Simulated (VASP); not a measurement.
Here is a VASP 6.6.1 calculation.

File INCAR:

```
  ALGO = Fast
  EDIFF = 1E-7
  ENCUT = 520
  GGA = PE
  ISIF = 2
  ISMEAR = -1
  LASPH = T
  LCHARG = T
  LELF = T
  LREAL = F
  LVHAR = T
  LWAVE = F
  NBANDS = 18
  NELM = 60
  PREC = Accurate
  SIGMA = 0.05
```

KPOINTS

```
k-points
0
Gamma
  7 7 7
```

POSCAR

```
ZnAu
1.0
    3.2099400000      0.0000000000      0.0000000000
    0.0000000000      3.2099400000      0.0000000000
    0.0000000000      0.0000000000      3.1470000000
Au Zn
1 1
Direct
    0.0000000000      0.0000000000      0.0000000000
    0.5000000000      0.5000000000      0.5000000000
```

Potentials or basis: VASP PAW PBE potentials, release 64 (Au, Zn).

The run is started by

```sh
$ cat potpaw_PBE.64/Au/POTCAR potpaw_PBE.64/Zn/POTCAR > POTCAR
$ mpirun -np 1 vasp_std > vasp.out
```

Q: What does it give for the pressure?

A: -0.5 GPa.

Stress tensor (GPa, compression positive):
```
-0.44  0.00  0.00
 0.00 -0.44  0.00
 0.00  0.00 -0.63
```
